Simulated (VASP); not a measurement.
Wanted: the native input for a VASP 6.6.1 run.

| Property | Result |
| --- | --- |
| Task | single point |
| Functional | PBEsol |
| Potentials or basis | VASP PAW PBE potentials, release 64 (Si, O) |
| Cutoff | 520 eV |
| k mesh | 1 × 1 × 1, shifted |
| Occupations | fermi-dirac, width 0.05 eV |
| Spin | no spin polarisation |
| Dipole correction | no |
| Further INCAR settings | LREAL = Auto; ALGO = Normal; EDIFF = 1e-06; NBANDS = 327; ISYM = -1 |

The structure of Si127O (a cell with a defect) lies in POSCAR:

```
Si127O
1.0
    0.0000000000     10.8655790000     10.8655790000
   10.8655790000      0.0000000000     10.8655790000
   10.8655790000     10.8655790000      0.0000000000
Si O
127 1
Direct
    0.0003990000      0.9994110000      0.9998410000
    0.5013160000      0.9985930000      0.9989940000
    0.0012560000      0.4988010000      0.9999070000
    0.0012570000      0.9994710000      0.4992450000
    0.2499570000      0.2498570000      0.2502750000
    0.4999220000      0.4989700000      0.9998440000
    0.4999150000      0.9994610000      0.4993830000
    0.7515670000      0.2481740000      0.2485830000
    0.9986460000      0.5007150000      0.5011290000
    0.2514170000      0.7485010000      0.2508760000
    0.2514430000      0.2504760000      0.7488930000
    0.7492870000      0.7485060000      0.2507390000
    0.7492840000      0.2503260000      0.7489140000
    0.2490330000      0.7508060000      0.7512180000
    0.7506300000      0.7491590000      0.7495580000
    0.0637870000      0.0616030000      0.0619910000
    0.5622940000      0.0618690000      0.0622580000
    0.0602400000      0.5623020000      0.0653580000
    0.0602510000      0.0649470000      0.5626960000
    0.3134270000      0.3120060000      0.3124070000
    0.5646610000      0.5611130000      0.0604400000
    0.5646710000      0.0600610000      0.5615030000
    0.8173120000      0.3091780000      0.3096050000
    0.0706690000      0.5608450000      0.5612270000
    0.3146320000      0.8102160000      0.3136700000
    0.3146690000      0.3132660000      0.8105970000
    0.5386950000      0.5672260000      0.5676210000
    0.8128440000      0.8108670000      0.3126390000
    0.8128320000      0.3122280000      0.8112780000
    0.3121460000      0.8130340000      0.8134310000
    0.8124710000      0.8121110000      0.8124930000
    0.0014850000      0.9983880000      0.2494790000
    0.2528280000      0.2492020000      0.9982570000
    0.4996660000      0.9982280000      0.2497810000
    0.7506590000      0.2490850000      0.9987120000
    0.9974600000      0.4992710000      0.2528700000
    0.2500430000      0.7497280000      0.0009810000
    0.9992870000      0.0005210000      0.7501750000
    0.2503950000      0.2524990000      0.4997190000
    0.5023560000      0.4968850000      0.2483640000
    0.7505700000      0.7483670000      0.0003650000
    0.5007170000      0.0001060000      0.7488640000
    0.7524620000      0.2479670000      0.4968260000
    0.0020710000      0.4996750000      0.7484100000
    0.2499050000      0.7528390000      0.5009860000
    0.4965720000      0.5006410000      0.7530630000
    0.7495200000      0.7479960000      0.5001140000
    0.0654320000      0.0600540000      0.3116400000
    0.3123280000      0.3126950000      0.0628780000
    0.5631770000      0.0603090000      0.3118270000
    0.8140180000      0.3110470000      0.0611100000
    0.0625950000      0.5612230000      0.3137950000
    0.3132480000      0.8118250000      0.0633000000
    0.0625960000      0.0627620000      0.8123410000
    0.3152150000      0.3141470000      0.5613870000
    0.5672360000      0.5505050000      0.3152240000
    0.8119720000      0.8118920000      0.0631770000
    0.5634670000      0.0648730000      0.8087700000
    0.8095510000      0.3136880000      0.5614260000
    0.0625920000      0.5629340000      0.8121130000
    0.3095670000      0.8180120000      0.5633720000
    0.5623330000      0.5629250000      0.8123640000
    0.8143270000      0.8091830000      0.5621210000
    0.0014910000      0.2490560000      0.9988060000
    0.2528240000      0.9978500000      0.2496130000
    0.4996700000      0.2493790000      0.9986240000
    0.7506550000      0.9983030000      0.2494990000
    0.9992930000      0.7497470000      0.0009470000
    0.9974650000      0.2524460000      0.4997010000
    0.2503950000      0.4993080000      0.2528920000
    0.5007060000      0.7484610000      0.0005050000
    0.2500480000      0.0005730000      0.7501410000
    0.5023600000      0.2480070000      0.4972800000
    0.7524460000      0.4964080000      0.2483890000
    0.7505600000      0.9999470000      0.7487890000
    0.0020570000      0.7480040000      0.5001000000
    0.2499230000      0.5005510000      0.7532640000
    0.4965650000      0.7526650000      0.5010800000
    0.7495220000      0.4997070000      0.7483910000
    0.0654230000      0.3112410000      0.0604680000
    0.3123390000      0.0624860000      0.3130730000
    0.5631610000      0.3114250000      0.0607310000
    0.8140270000      0.0607080000      0.3114360000
    0.0625900000      0.8119360000      0.0631830000
    0.0625950000      0.3133840000      0.5616330000
    0.3152200000      0.5610080000      0.3145130000
    0.5634670000      0.8083640000      0.0652840000
    0.3132610000      0.0629190000      0.8121910000
    0.5672010000      0.3147550000      0.5510830000
    0.8095460000      0.5610120000      0.3141090000
    0.8119710000      0.0627690000      0.8122830000
    0.0625740000      0.8117000000      0.5633590000
    0.3095680000      0.5629930000      0.8183990000
    0.5623440000      0.8119540000      0.5633600000
    0.8143240000      0.5617330000      0.8095760000
    0.2512530000      0.9993320000      0.9997290000
    0.7496390000      0.9994060000      0.9998110000
    0.0040460000      0.2474060000      0.2478500000
    0.2474740000      0.5001370000      0.0049360000
    0.2474740000      0.0045240000      0.5005570000
    0.5008180000      0.2476810000      0.2481000000
    0.7518920000      0.4985010000      0.9974470000
    0.7518910000      0.9970500000      0.4989080000
    0.0003810000      0.7486410000      0.2506630000
    0.0003890000      0.2502350000      0.7490620000
    0.2632170000      0.5016430000      0.5020200000
    0.5018270000      0.7402910000      0.2567140000
    0.5018860000      0.2561580000      0.7407560000
    0.7332440000      0.5007190000      0.5011190000
    0.9998120000      0.7501620000      0.7506180000
    0.4995340000      0.7502130000      0.7506420000
    0.3141410000      0.0617250000      0.0621010000
    0.8129460000      0.0616130000      0.0620150000
    0.0624790000      0.3120240000      0.3124350000
    0.3123280000      0.5622850000      0.0653720000
    0.3123330000      0.0649760000      0.5626710000
    0.5640900000      0.3095750000      0.3099880000
    0.8138650000      0.5610350000      0.0603820000
    0.8138740000      0.0599650000      0.5614360000
    0.0638850000      0.8109740000      0.3126460000
    0.0638920000      0.3122450000      0.8113710000
    0.3268090000      0.5676120000      0.5680230000
    0.5618710000      0.8106360000      0.3137590000
    0.5618530000      0.3133380000      0.8110380000
    0.8068670000      0.5606810000      0.5610960000
    0.0618350000      0.8129920000      0.8134010000
    0.5631190000      0.8122910000      0.8126710000
    0.4559240000      0.5441470000      0.5444200000
```

One way to write it, as run:

INCAR

```
SYSTEM = Si127O
PREC     = Accurate       ! precision mode
ENCUT    = 520            ! plane-wave cutoff, eV
EDIFF    = 1E-6           ! SCF threshold, eV
ISMEAR   = -1             ! smearing method
SIGMA    = 0.05           ! smearing width, eV
LREAL    = Auto         
LASPH    = .TRUE.         ! aspherical terms in the spheres
NELM     = 120            ! most SCF steps
ALGO     = Normal         ! electronic algorithm
ISIF     = 2              ! what is computed and relaxed
LWAVE    = .FALSE.        ! write WAVECAR
LCHARG   = .TRUE.         ! write CHGCAR
GGA      = PS             ! functional
LELF     = .TRUE.         ! ELF
LVHAR    = .TRUE.       
NBANDS   = 327            ! bands
ISYM     = -1           
GGA_COMPAT= .FALSE.      
KPAR     = 1
```

KPOINTS

```
explicit points
1
Reciprocal
  0.25000000   0.25000000   0.25000000 1
```

Potentials or basis: VASP PAW PBE potentials, release 64 (Si, O).

Run with:

```console
$ cat potpaw_PBE.64/Si/POTCAR potpaw_PBE.64/O/POTCAR > POTCAR
$ mpirun -np 4 vasp_std > vasp.out
```

It gave:

```json
{
  "Pressure": "0.1 GPa",
  "Largest force": "0.046 eV/Å",
  "Band gap on the k mesh": "0.64 eV"
}
```

Caveat: semilocal functionals underestimate gaps, and a narrow one can read as zero; the PAW data sets were made with another functional, which shifts forces and pressure a little.

Wall time 16 min on 4 MPI ranks on Intel(R) Xeon(R) Platinum 8259CL CPU @ 2.50GHz (Skylake/Cascade Lake), with other jobs on the host, peak memory 1.1 GiB a rank.
